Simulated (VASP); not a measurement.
# C in VASP: notebook

C is run at these levels: LDA; tasks: single point, relaxation of cell and atoms.

Everything below comes from runs of VASP 6.6.1. Logs are shortened: lines on timing, memory, paths and dates and some standing lists are left out, and cuts for length are marked.

## (1) The cell of the first run

The structure is hexagonal, space group P6_3/mmc (No. 194). Conventional cell: a = 2.445 Å, b = 2.445 Å, c = 6.675 Å, α = 90.00°, β = 90.00°, γ = 120.00°. C (site symmetry -6m2) has 3 C at 1.41 Å within 1.9 Å. Within 1.9 Å of C (site symmetry -6m2) lie 3 C at 1.41 Å.

## (2) Single point, LDA

File INCAR:

```
PREC = Accurate
ENCUT = 520
EDIFF = 1E-6
ISMEAR = 0
SIGMA = 0.1
LREAL = F
LASPH = T
NELM = 100
ALGO = Normal
ISIF = 2
LWAVE = F
LCHARG = F
GGA = CA
NBANDS = 16
```

File KPOINTS:

```
regular mesh
0
Gamma
  12 12 4
```

File POSCAR:

```
C
1.0
    2.4454903824      0.0000000000      0.0000000000
   -1.2227451912      2.1178567959      0.0000000000
    0.0000000000      0.0000000000      6.6751041162
C
4
Direct
    0.0000000000      0.0000000000      0.0025010250
    0.0000000000      0.0000000000      0.5025010250
    0.3333333333      0.6666666667      0.0024989750
    0.6666666667      0.3333333333      0.5024989750
```

Potentials or basis: VASP PAW LDA potentials, release 64 (C).

Started as:

```console
$ cat potpaw_LDA.64/C/POTCAR > POTCAR
$ mpirun -np 1 vasp_std > vasp.out
```

OUTCAR:

```text
PREC = Accurate
   ENCUT = 520
   EDIFF = 1E-6
   ISMEAR = 0
   LREAL = F
   LASPH = T
   NELM = 100
   ISIF = 2
   GGA = CA

 ion  position               nearest neighbor table
   1  0.000  0.000  0.003-   3 1.41   3 1.41   3 1.41
   2  0.000  0.000  0.503-   4 1.41   4 1.41   4 1.41
   3  0.333  0.667  0.002-   1 1.41   1 1.41   1 1.41
   4  0.667  0.333  0.502-   2 1.41   2 1.41   2 1.41

  LATTYP: Found a hexagonal cell.
 ALAT       =     2.4454903824
 C/A-ratio  =     2.7295564784

  Lattice vectors:

 A1 = (   2.4454903824,   0.0000000000,   0.0000000000)
 A2 = (  -1.2227451912,   2.1178567959,   0.0000000000)
 A3 = (   0.0000000000,   0.0000000000,   6.6751041162)

Analysis of symmetry for initial positions (statically):
=====================================================================
 Subroutine PRICEL returns:
 Original cell was already a primitive cell.

 Routine SETGRP: Setting up the symmetry group for a
 hexagonal supercell.

 Subroutine GETGRP returns: Found 24 space group operations
 (whereof  6 operations were pure point group operations)
 out of a pool of 24 trial point group operations.

The static configuration has the point symmetry C_3v.
 The point group associated with its full space group is D_6h.

Analysis of symmetry for dynamics (positions and initial velocities):
=====================================================================
 Subroutine PRICEL returns:
 Original cell was already a primitive cell.

 Routine SETGRP: Setting up the symmetry group for a
 hexagonal supercell.

 Subroutine GETGRP returns: Found 24 space group operations
 (whereof  6 operations were pure point group operations)
 out of a pool of 24 trial point group operations.

The dynamic configuration has the point symmetry C_3v.
 The point group associated with its full space group is D_6h.

 Subroutine INISYM returns: Found 24 space group operations
 (whereof  6 operations are pure point group operations),
 and found     1 'primitive' translations

----------------------------------------------------------------------------------------

                                     Primitive cell

  volume of cell :      34.5717

  direct lattice vectors                    reciprocal lattice vectors
     2.445490382  0.000000000  0.000000000     0.408915941  0.236087728  0.000000000
[... 84 lines left out ...]
   ISPIN  =      1    spin polarized calculation?
   LNONCOLLINEAR =      F non collinear calculations
   LSORBIT =      F    spin-orbit coupling
   LASPH  =      T    aspherical Exc in radial PAW
   ENCUT  =  520.0 eV  38.22 Ry    6.18 a.u.   4.55  4.55 12.41*2*pi/ulx,y,z
   NELM   =    100;   NELMIN=  2; NELMDL= -5     # of ELM steps
   EDIFF  = 0.1E-05   stopping-criterion for ELM
   LREAL  =      F    real-space projection
   EDIFFG = 0.1E-04   stopping-criterion for IOM
   NSW    =      0    number of steps for IOM
   IBRION =     -1    ionic relax: 0-MD 1-quasi-New 2-CG
   NFREE  =      0    steps in history (QN), initial steepest desc. (CG)
   ISIF   =      2    stress and relaxation
   ISYM   =      2    0-nonsym 1-usesym 2-fastsym
   POTIM  = 0.5000    time-step for ionic-motion
   TEBEG  =    0.0;   TEEND  =   0.0 temperature during run
   PSTRESS=    0.0 pullay stress
   NELECT =      16.0000    total number of electrons
   NUPDOWN=      -1.0000    fix difference up-down
   EMIN   =  10.00;   EMAX   =-10.00  energy-range for DOS
   EFERMI =   0.00;   METHOD = LEGACY
   ISMEAR =     0;   SIGMA  =   0.10  broadening in eV -4-tet -1-fermi 0-gaus
   EFERMI_NEDOS =   21; number of points for ismear=-14 and -15
   IALGO  =     38    algorithm
   IMIX   =      4    mixing-type and parameters
     AMIX     =   0.40;   BMIX     =  1.00
     AMIX_MAG =   1.60;   BMIX_MAG =  1.00
  volume/ion in A,a.u.               =       8.64        58.33
  Fermi-wavevector in a.u.,A,eV,Ry     =   1.266314  2.392986 21.817626  1.603550
  Thomas-Fermi vector in A             =   2.399521
   LORBIT       =      0    0 simple, 1 ext, 2 COOP (PROOUT), +10 PAW based schemes
   GGA     = CA    functional components
   LHFCALC =     F    Hartree Fock is set to
   AEXX    =    0.0000 exact exchange contribution
   IVDW    =     0    specifies the selected vdW correction
   LEPSILON=     F    determine dielectric tensor
   LRPA    =     F    only Hartree local field effects (RPA)
 non-spin polarized calculation
 Gauss-broadening in eV      SIGMA  =   0.10
  energy-cutoff  :      520.00
  volume of cell :       34.57
 maximum number of plane-waves:       952
   NGX =  9   NGY =  9   NGZ = 25

 number of electron      15.9999996 magnetization

 Free energy of the ion-electron system (eV)
  ---------------------------------------------------
  ext. energy  EPLUGINS =         0.00000000
  ---------------------------------------------------
  free energy    TOTEN  =       -40.44143370 eV

  energy without entropy =      -40.43950405  energy(sigma->0) =      -40.44046887

 E-fermi :   4.7305     XC(G=0): -10.8363

 val. band max:        4.7282889643   @ k =   0.3333   0.3333   0.5000
 cond. band min:       4.7310680240   @ k =   0.3333   0.3333   0.2500
 fundamental gap:      0.0027790597
 Fermi energy:         4.7305425909

 k-point     1 :       0.0000    0.0000    0.0000
  band No.  band energies     occupation
      1     -14.8839      2.00000
      2     -14.5534      2.00000
      3      -4.0229      2.00000
      4      -1.9254      2.00000
      5       1.7473      2.00000
      6       1.7473      2.00000
[... 433 lines left out ...]
      3      -4.8587      2.00000
      4      -4.7572      2.00000
      5      -1.0640      2.00000
      6      -1.0255      2.00000
[... 8 lines left out ...]
     15      19.9782      0.00000
     16      21.2350      0.00000

 [... further k-points ...]
[... 5 lines left out ...]
  --------------------------------------------------------------------------------------
  -------------------------------------------------------------------------------------
  Total        0.2254347      0.2254347     -0.0678829      0.0000000      0.0000000     -0.0000000
  in kB       10.4474616     10.4474616     -3.1459377      0.0000000      0.0000000     -0.0000000
  external PRESSURE =       5.9163285 kB  Pullay stress =       0.0000000 kB

 VOLUME and BASIS-vectors are now :
 -----------------------------------------------------------------------------
  energy-cutoff  :      520.00
  volume of cell :       34.57
      direct lattice vectors                 reciprocal lattice vectors
     2.445490382  0.000000000  0.000000000     0.408915941  0.236087728  0.000000000
    -1.222745191  2.117856796  0.000000000     0.000000000  0.472175457  0.000000000
     0.000000000  0.000000000  6.675104116     0.000000000  0.000000000  0.149810397

 POSITION                                       TOTAL-FORCE (eV/Angst)
 -----------------------------------------------------------------------------------
      0.00000      0.00000      0.01669        -0.000000      0.000000      0.000000
      0.00000      0.00000      3.35425         0.000000     -0.000000     -0.000000
     -0.00000      1.41190      0.01668         0.000000     -0.000000     -0.000000
      1.22275      0.70595      3.35423        -0.000000      0.000000      0.000000
 -----------------------------------------------------------------------------------
    total drift:                               -0.000000     -0.000000      0.015743

  FREE ENERGIE OF THE ION-ELECTRON SYSTEM (eV)
  ---------------------------------------------------
  free  energy   TOTEN  =       -40.4414336991 eV

  energy  without entropy=      -40.4395040464  energy(sigma->0) =      -40.44046887
```

OSZICAR:

```text
N       E                     dE             d eps       ncg     rms          rms(c)
DAV:   1     0.247551005170E+02    0.24755E+02   -0.79925E+03  1824   0.938E+02
DAV:   2    -0.408144533172E+02   -0.65570E+02   -0.59872E+02  2608   0.185E+02
DAV:   3    -0.433107401716E+02   -0.24963E+01   -0.24862E+01  2416   0.327E+01
DAV:   4    -0.433321683982E+02   -0.21428E-01   -0.21410E-01  2312   0.371E+00
DAV:   5    -0.433325067091E+02   -0.33831E-03   -0.33831E-03  2312   0.441E-01    0.943E+00
DAV:   6    -0.411181997755E+02    0.22143E+01   -0.15213E+00  2160   0.783E+00    0.536E+00
DAV:   7    -0.404405882816E+02    0.67761E+00   -0.17206E+00  2216   0.850E+00    0.148E+00
DAV:   8    -0.404444016628E+02   -0.38134E-02   -0.10007E-01  2152   0.190E+00    0.411E-01
DAV:   9    -0.404415051681E+02    0.28965E-02   -0.40061E-03  2272   0.433E-01    0.121E-01
DAV:  10    -0.404414338841E+02    0.71284E-04   -0.50771E-04  2224   0.152E-01    0.432E-02
DAV:  11    -0.404414336980E+02    0.18609E-06   -0.16003E-05  2296   0.259E-02    0.305E-03
DAV:  12    -0.404414336991E+02   -0.10371E-08   -0.18267E-07  1504   0.329E-03
   1 F= -.40441434E+02 E0= -.40440469E+02  d E =-.192965E-02
```

stdout:

```text
POSCAR found type information on POSCAR C
 POSCAR found :  1 types and       4 ions
 scaLAPACK will be used
 LDA part: xc-table for (Slater(with rela. corr.)+CA(PZ))
 , standard interpolation
 POSCAR, INCAR and KPOINTS ok, starting setup
 FFT: planning ... GRIDC
 FFT: planning ... GRID_SOFT
 FFT: planning ... GRID
 WAVECAR not read
 entering main loop
```

Wall time 20 s (1 thread of Intel Xeon Platinum 8259CL at 2.50GHz (Skylake/Cascade Lake), shared host); peak memory 0.13 GiB.

What came out:

```
Free energy            : -40.4414 eV
Pressure               : 0.6 GPa
Band gap on the k mesh : zero (band 8 reaches 4.73 eV, above the bottom of band 9 at 4.71 eV)
```

## (3) Single point, LDA

This run uses another cell than the first one, of 8.60 Å³/atom, 0.995 times its volume.

File INCAR:

```
SYSTEM = C
  PREC = Accurate
  ENCUT = 520
  EDIFF = 1E-6
  ISMEAR = -1
  SIGMA = 0.15
  LREAL = .FALSE.
  LASPH = .TRUE.
  NELM = 80
  ALGO = Normal
  ISIF = 2
  LWAVE = .FALSE.
  LCHARG = .FALSE.
  GGA = CA
  NBANDS = 16
```

File KPOINTS:

```
Automatic mesh
0
G
  18 18 6
  0 0 0
```

File POSCAR:

```
C
1.0
    2.4449448891      0.0000000000      0.0000000000
   -1.2224724445      2.1173843848      0.0000000000
    0.0000000000      0.0000000000      6.6456227402
C
4
Direct
    0.0000000000      0.0000000000      0.0025000000
    0.0000000000      0.0000000000      0.5025000000
    0.3333333333      0.6666666667      0.0025000000
    0.6666666667      0.3333333333      0.5025000000
```

Potentials or basis: VASP PAW LDA potentials, release 64 (C).

Started as:

```console
$ cat potpaw_LDA.64/C/POTCAR > POTCAR
$ mpirun -np 1 vasp_std > vasp.out
```

It took 51 s on 1 thread of Intel Xeon Platinum 8259CL at 2.50GHz (Skylake/Cascade Lake), shared host; peak memory 0.16 GiB.

It converged, with:

- Free energy: -40.4492 eV
- Pressure: 0.8 GPa
- Band gap on the k mesh: zero (band 8 reaches 4.79 eV, above the bottom of band 9 at 4.75 eV)

Stress tensor (GPa, compression positive):
```
 1.28  0.00  0.00
 0.00  1.28  0.00
 0.00  0.00 -0.13
```

Levels at points of the mesh, in eV from the Fermi level:
```csv
k point,band 5,band 6,band 7,band 8,band 9,band 10,band 11,band 12
"(0.00, 0.00, 0.00)",-3.00,-3.00,-2.98,-2.98,3.88,8.44,8.44,8.50
"(0.50, 0.00, 0.00)",-6.47,-6.41,-2.85,-2.12,1.45,2.20,7.51,7.96
"(0.00, 0.00, 0.50)",-2.99,-2.99,-2.99,-2.99,6.62,6.62,8.47,8.47
"(0.50, 0.00, 0.50)",-6.44,-6.44,-2.41,-2.41,1.59,1.59,7.73,7.73
```

## (4) Relaxation of cell and atoms, LDA

This run uses another cell than the first one, of 8.97 Å³/atom, 1.038 times its volume.

File INCAR:

```
SYSTEM = C
PREC = Accurate ; ENCUT = 600
EDIFF = 1E-7 ; ISMEAR = 0
SIGMA = 0.1 ; LREAL = .FALSE.
LASPH = .TRUE. ; NELM = 60
ALGO = Normal ; ISIF = 3
LWAVE = .FALSE. ; LCHARG = .FALSE.
GGA = CA ; IBRION = 2
NSW = 100 ; EDIFFG = -0.05
```

File KPOINTS:

```
regular mesh
0
G
  12 12 4
  0 0 0
```

File POSCAR:

```
C
1.0
    2.4699988104      0.0000000000      0.0000000000
   -1.2349994052      2.1390817171      0.0000000000
    0.0000000000      0.0000000000      6.7900000000
C
4
Direct
    0.0000000000      0.0000000000      0.0000000000
    0.0000000000      0.0000000000      0.5000000000
    0.3333333333      0.6666666667      0.0050000000
    0.6666666667      0.3333333333      0.5050000000
```

Started as:

```console
$ cat potpaw_LDA.64/C/POTCAR > POTCAR
$ mpirun -np 1 vasp_std > vasp.out
```

Run time: 93 s. Hardware: 1 thread of Intel Xeon Platinum 8259CL at 2.50GHz (Skylake/Cascade Lake), shared host; peak memory 0.14 GiB.

Results (log left out):

```
Free energy                            : -40.4583 eV
Relaxed volume                         : 8.69 Å³/atom
Relaxed cell                           : a = 2.445 Å, b = 2.445 Å, c = 6.715 Å, α = 90.00°, β = 90.00°, γ = 120.00°
Space group after relaxing (to 0.05 Å) : P6_3/mmc (No. 194)
Energy gained by relaxing              : 12.0 meV/atom
Ionic steps                            : 8
Pressure after relaxing                : 0.0 GPa
Largest force after relaxing           : 0.018 eV/Å
Band gap on the k mesh                 : zero (band 8 reaches 4.68 eV, above the bottom of band 9 at 4.66 eV)
```

Forces on the atoms (eV/Å):
```
C    0.000  0.000 -0.018
C    0.000  0.000 -0.018
C    0.000  0.000  0.018
C    0.000  0.000  0.018
```

Stress tensor (GPa, compression positive):
```
 0.42  0.00  0.00
 0.00  0.42  0.00
 0.00  0.00 -0.77
```

The path:
```tsv
step	energy change (eV)	largest force (eV/Å)	pressure (GPa)	volume (Å³)
1	0.0000	0.5936	-8.21	35.88
2	0.1110	0.3960	20.76	33.53
3	-0.0418	0.2492	0.81	35.06
4	-0.0418	0.2422	1.01	35.04
5	-0.0444	0.1721	-1.29	35.14
6	-0.0462	0.0090	-0.38	35.10
7	-0.0467	0.0112	-0.29	35.02
8	-0.0478	0.0177	0.02	34.77
```

Final structure:
```xyz
4
Lattice="2.4455 0.0000 0.0000 -1.2227 2.1178 0.0000 0.0000 0.0000 6.7145" Properties=species:S:1:pos:R:3 pbc="T T T"
C     0.0000    0.0000    0.0173
C     0.0000    0.0000    3.3746
C     0.0000    1.4119    0.0163
C     1.2227    0.7059    3.3735
```

Levels at points of the mesh, in eV from the Fermi level:
```tsv
k point	band 5	band 6	band 7	band 8	band 9	band 10	band 11	band 12
(0.00, 0.00, 0.00)	-2.99	-2.99	-2.97	-2.97	3.80	8.45	8.45	8.50
(0.50, 0.00, 0.00)	-6.45	-6.40	-2.81	-2.11	1.46	2.18	7.53	7.95
(0.00, 0.00, 0.50)	-2.98	-2.98	-2.98	-2.98	6.45	6.45	8.47	8.47
(0.50, 0.00, 0.50)	-6.43	-6.43	-2.39	-2.39	1.61	1.61	7.73	7.73
```

Caveat: the relaxation stopped at a loose force limit of 0.05 eV/Å, so its end isn't a converged minimum.

## (5) Relaxation of cell and atoms, LDA

This run uses another cell than the first one, of 8.61 Å³/atom, 0.997 times its volume.

File INCAR:

```
  PREC = Accurate
  ENCUT = 600
  EDIFF = 1E-7
  ISMEAR = -1
  SIGMA = 0.15
  LREAL = False
  LASPH = True
  NELM = 80
  ALGO = Normal
  ISIF = 3
  LWAVE = False
  LCHARG = False
  IBRION = 2
  NSW = 80
  EDIFFG = -0.001
```

File KPOINTS:

```
regular mesh
0
Gamma
  18 18 6
```

File POSCAR:

```
C
1.0
    2.4449648079      0.0000000000      0.0000000000
   -1.2224824039      2.1174016350      0.0000000000
    0.0000000000      0.0000000000      6.6547622558
C
4
Direct
    0.0000000000      0.0000000000      0.0025000000
    0.0000000000      0.0000000000      0.5025000000
    0.3333333333      0.6666666667      0.0025000000
    0.6666666667      0.3333333333      0.5025000000
```

Started as:

```console
$ cat potpaw_LDA.64/C/POTCAR > POTCAR
$ mpirun -np 1 vasp_std > vasp.out
```

It took 3.9 min on 1 thread of Intel Xeon Platinum 8259CL at 2.50GHz (Skylake/Cascade Lake), shared host; peak memory 0.17 GiB.

Results (log left out):

```yaml
Free_energy: -40.4631 eV
Relaxed_volume: 8.50 Å³/atom
Relaxed_cell: a = 2.446 Å, b = 2.446 Å, c = 6.559 Å, α = 90.00°, β = 90.00°, γ = 120.00°
Space_group_after_relaxing_to_0.05_Å: P6_3/mmc (No. 194)
Energy_gained_by_relaxing: 0.2 meV/atom
Ionic_steps: 10
Pressure_after_relaxing: 0.0 GPa
Band_gap_on_the_k_mesh: zero (band 8 reaches 4.89 eV, above the bottom of band 9 at 4.86 eV)
```

Step by step:
```tsv
step	energy change (eV)	largest force (eV/Å)	pressure (GPa)	volume (Å³)
1	0.0000	0.0000	0.31	34.45
2	0.0003	0.0000	-1.20	34.53
3	-0.0001	0.0000	-0.23	34.48
4	-0.0002	0.0000	-0.22	34.44
5	-0.0005	0.0000	-0.19	34.32
6	-0.0007	0.0000	-0.10	34.08
7	-0.0008	0.0000	-0.07	33.99
8	-0.0006	0.0000	0.62	33.94
9	-0.0008	0.0000	0.01	33.99
10	-0.0008	0.0000	0.00	33.99
```

Final structure:
```
CELL_PARAMETERS angstrom
2.44613 0.00000 0.00000
-1.22307 2.11841 0.00000
0.00000 0.00000 6.55867
ATOMIC_POSITIONS crystal
C 0.00000 0.00000 0.00250
C 0.00000 0.00000 0.50250
C 0.33333 0.66667 0.00250
C 0.66667 0.33333 0.50250
```

Levels at points of the mesh, in eV from the Fermi level:
```tsv
k point	band 6	band 7	band 8	band 9	band 10	band 11
(0.00, 0.00, 0.00)	-2.99	-2.97	-2.97	4.01	8.43	8.43
(0.50, 0.00, 0.00)	-6.39	-2.89	-2.10	1.46	2.24	7.48
(0.00, 0.00, 0.50)	-2.98	-2.98	-2.98	6.86	6.86	8.46
(0.50, 0.00, 0.50)	-6.43	-2.40	-2.40	1.59	1.59	7.72
```

LDA usually gives volumes a few per cent too small. Zero-point motion and thermal expansion aren't in these numbers.

## (6) The runs side by side

```csv
task,cell,k mesh,cutoff (eV),smearing,gap on the mesh (eV),pressure (GPa),relaxed volume (Å³/atom)
single point,"a = 2.445, b = 2.445, c = 6.675 Å, angles 90.0, 90.0, 120.0°, 4 atoms",12 × 12 × 4,520,gaussian 0.1 eV,none,0.6,-
single point,"a = 2.445, b = 2.445, c = 6.646 Å, angles 90.0, 90.0, 120.0°, 4 atoms",18 × 18 × 6,520,fermi-dirac 0.15 eV,none,0.8,-
relaxation of cell and atoms,"relaxed from a = 2.470, b = 2.470, c = 6.790 Å, angles 90.0, 90.0, 120.0°, 4 atoms",12 × 12 × 4,600,gaussian 0.1 eV,none,0.0,8.69
relaxation of cell and atoms,"relaxed from a = 2.445, b = 2.445, c = 6.655 Å, angles 90.0, 90.0, 120.0°, 4 atoms",18 × 18 × 6,600,fermi-dirac 0.15 eV,none,0.0,8.50
```

Alike in all rows: level LDA; potentials or basis VASP PAW LDA potentials, release 64 (C); no spin polarisation.

Caveats: the relaxation stopped at a loose force limit of 0.05 eV/Å, so its end isn't a converged minimum (some runs).

Absolute energies hang on the potentials; compare differences alone.
